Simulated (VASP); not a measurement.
# AlN (P6_3mc) in VASP: a series of runs, part 2 of 2

VASP 6.6.1. Earlier steps stand in the parts before.

**3. Relaxation of cell and atoms, PBEsol, target pressure 10 GPa, at which the enthalpy is minimised**

The input, INCAR:

```
PREC = Accurate
ENCUT = 600
EDIFF = 1E-6
ISMEAR = 0
SIGMA = 0.01
LREAL = F
LASPH = T
NELM = 60
ALGO = Normal
ISIF = 3
LWAVE = F
LCHARG = F
GGA = PS
IBRION = 2
NSW = 80
EDIFFG = -0.001
PSTRESS = 100.0
```

The input, KPOINTS:

```
regular mesh
0
Gamma
  9 9 6
```

The input, POSCAR:

```
AlN
1.0
    3.0679678205      0.0000000000      0.0000000000
   -1.5339839102      2.6569380705      0.0000000000
    0.0000000000      0.0000000000      4.9126944521
Al N
2 2
Direct
    0.3333333333      0.6666666667      0.0000000000
    0.6666666667      0.3333333333      0.5000000000
    0.3333333333      0.6666666667      0.3820000000
    0.6666666667      0.3333333333      0.8820000000
```

Potentials or basis: VASP PAW PBE potentials, release 64 (Al, N).

Run with:

```
$ cat potpaw_PBE.64/Al/POTCAR potpaw_PBE.64/N/POTCAR > POTCAR
$ mpirun -np 1 vasp_std > vasp.out
```

OUTCAR:

```text
PREC = Accurate
   ENCUT = 600
   EDIFF = 1E-6
   ISMEAR = 0
   LREAL = F
   LASPH = T
   NELM = 60
   ISIF = 3
   GGA = PS
   IBRION = 2
   NSW = 80
   EDIFFG = -0.001
   PSTRESS = 100.0

 ion  position               nearest neighbor table
   1  0.333  0.667  0.000-   4 1.86   4 1.86   4 1.86   3 1.88   2 3.03   2 3.03   2 3.03   2 3.03
                             2 3.03   2 3.03
   2  0.667  0.333  0.500-   3 1.86   3 1.86   3 1.86   4 1.88   1 3.03   1 3.03   1 3.03   1 3.03
                             1 3.03   1 3.03
   3  0.333  0.667  0.382-   2 1.86   2 1.86   2 1.86   1 1.88
   4  0.667  0.333  0.882-   1 1.86   1 1.86   1 1.86   2 1.88

  LATTYP: Found a hexagonal cell.
 ALAT       =     3.0679678205
 C/A-ratio  =     1.6012861736

  Lattice vectors:

 A1 = (   3.0679678205,   0.0000000000,   0.0000000000)
 A2 = (  -1.5339839102,   2.6569380705,   0.0000000000)
 A3 = (   0.0000000000,   0.0000000000,   4.9126944521)

Analysis of symmetry for initial positions (statically):
=====================================================================
 Subroutine PRICEL returns:
 Original cell was already a primitive cell.

 Routine SETGRP: Setting up the symmetry group for a
 hexagonal supercell.

 Subroutine GETGRP returns: Found 12 space group operations
 (whereof  6 operations were pure point group operations)
[... 451 lines left out ...]

 number of electron      16.0000001 magnetization

 Free energy of the ion-electron system (eV)
  ---------------------------------------------------
  ext. energy  EPLUGINS =         0.00000000
  ---------------------------------------------------
  free energy    TOTEN  =       -31.25749088 eV

  energy without entropy =      -31.25749088  energy(sigma->0) =      -31.25749088

 E-fermi :   6.6117     XC(G=0): -11.3021

 val. band max:        6.5326447732   @ k =   0.0000   0.0000   0.0000
 cond. band min:      11.0258625126   @ k =   0.0000   0.0000   0.0000
 fundamental gap:      4.4932177395
 Fermi energy:         6.6116741716

 k-point     1 :       0.0000    0.0000    0.0000
  band No.  band energies     occupation
      1      -8.9443      2.00000
      2      -6.6005      2.00000
      3       0.2543      2.00000
      4       5.5798      2.00000
      5       5.5798      2.00000
      6       6.2552      2.00000
      7       6.2552      2.00000
      8       6.5326      2.00000
      9      11.0259      0.00000
     10      13.4195      0.00000
     11      17.4009      0.00000
     12      17.8143      0.00000
[... 331 lines left out ...]
 k-point    24 :       0.3333    0.3333    0.1667
  band No.  band energies     occupation
      1      -6.2316      2.00000
      2      -6.2316      2.00000
      3       1.5229      2.00000
      4       2.1980      2.00000
      5       2.1980      2.00000
      6       3.6617      2.00000
      7       4.5719      2.00000
      8       4.5719      2.00000
      9      11.8616      0.00000
     10      14.8597      0.00000
     11      15.7943      0.00000
     12      15.7943      0.00000

 [... further k-points ...]

------------------------ aborting loop because EDIFF is reached ----------------------------------------

  FORCE on cell =-STRESS in cart. coord.  units (eV):
  Direction    XX          YY          ZZ          XY          YZ          ZX
  --------------------------------------------------------------------------------------
  -------------------------------------------------------------------------------------
  Total        2.4967025      2.4967025      2.4957229      0.0000000     -0.0000000      0.0000000
  in kB      100.1019797    100.1019797    100.0627041      0.0000000     -0.0000000      0.0000000
  external PRESSURE =       0.0888878 kB  Pullay stress =     100.0000000 kB
[... 23 lines left out ...]
  energy  without entropy=      -31.2574908825  energy(sigma->0) =      -31.25749088

  enthalpy is  TOTEN    =       -28.7633318844 eV   P V=        2.4941589982

 reached required accuracy - stopping structural energy minimisation
```

OSZICAR:

```text
N       E                     dE             d eps       ncg     rms          rms(c)
DAV:   1     0.580919141213E+02    0.58092E+02   -0.83872E+03  1152   0.135E+03
[... 44 lines left out ...]
DAV:   1    -0.312571702148E+02    0.58958E-03   -0.26249E-04  1176   0.154E-01    0.102E-02
DAV:   2    -0.312571681169E+02    0.20979E-05   -0.91955E-06  1360   0.279E-02    0.404E-03
DAV:   3    -0.312571679602E+02    0.15663E-06   -0.85896E-07   604   0.871E-03
   7 F= -.28763331E+02 E0= -.28763331E+02  d E =0.164342E-07
       N       E                     dE             d eps       ncg     rms          rms(c)
DAV:   1    -0.312574915007E+02   -0.32338E-03   -0.78077E-05  1172   0.849E-02    0.524E-03
DAV:   2    -0.312574908825E+02    0.61818E-06   -0.28646E-06  1140   0.156E-02
   8 F= -.28763332E+02 E0= -.28763332E+02  d E =-.961189E-06
```

CONTCAR:

```text
AlN
   1.00000000000000
     3.0701442752776673    0.0000000000055514   -0.0000000000000000
    -1.5350721375839904    2.6588229356159592   -0.0000000000000000
    -0.0000000000000000   -0.0000000000000000    4.8953812118621931
  Al              N
     2     2
Direct
     0.3333333332999970    0.6666666667000030    0.9994602552028976
     0.6666666667000030    0.3333333332999970    0.4994602552028977
     0.3333333332999970    0.6666666667000030    0.3825397447971002
     0.6666666667000030    0.3333333332999970    0.8825397447971003

  0.00000000E+00  0.00000000E+00  0.00000000E+00
  0.00000000E+00  0.00000000E+00  0.00000000E+00
  0.00000000E+00  0.00000000E+00  0.00000000E+00
  0.00000000E+00  0.00000000E+00  0.00000000E+00
```

It took 63 s on 1 thread of Intel Xeon Platinum 8488C (Sapphire Rapids), shared host; peak memory 0.18 GiB.

Results:

| Property | Result |
| --- | --- |
| Free energy | -31.2575 eV |
| Relaxed volume | 9.99 Å³/atom |
| Relaxed cell | a = 3.070 Å, b = 3.070 Å, c = 4.895 Å, α = 90.00°, β = 90.00°, γ = 120.00° |
| Space group after relaxing (to 0.1 Å) | P6_3mc (No. 186) |
| Energy change on relaxing (the run minimises the enthalpy) | +1.2 meV/atom |
| Ionic steps | 8 |
| Pressure after relaxing | 10.0 GPa |
| Band gap on the k mesh | 4.49 eV |

Step by step:
| step | energy change (eV) | largest force (eV/Å) | pressure (GPa) | volume (Å³) |
| --- | --- | --- | --- | --- |
| 1 | 0.0000 | 0.0106 | 9.51 | 40.05 |
| 2 | 0.0109 | 0.0399 | 10.60 | 39.87 |
| 3 | 0.0063 | 0.0278 | 10.17 | 39.94 |
| 4 | 0.0052 | 0.0123 | 10.05 | 39.95 |
| 5 | 0.0045 | 0.0024 | 9.97 | 39.96 |
| 6 | 0.0045 | 0.0020 | 9.97 | 39.97 |
| 7 | 0.0051 | 0.0028 | 10.03 | 39.96 |
| 8 | 0.0048 | 0.0003 | 10.01 | 39.96 |

Final structure:
```
Al N
1.0
     3.07014    0.00000    0.00000
    -1.53507    2.65882    0.00000
     0.00000    0.00000    4.89538
Al N
2 2
Cartesian
  0.0000 1.7725 4.8927
  1.5351 0.8863 2.4450
  0.0000 1.7725 1.8727
  1.5351 0.8863 4.3204
```

Caveat: the cell is relaxed towards a set pressure, so the run minimises the enthalpy, not the energy; the PAW data sets were made with another functional, which shifts forces and pressure a little; an odd mesh through Γ misses points on the zone boundary, where band edges can lie.
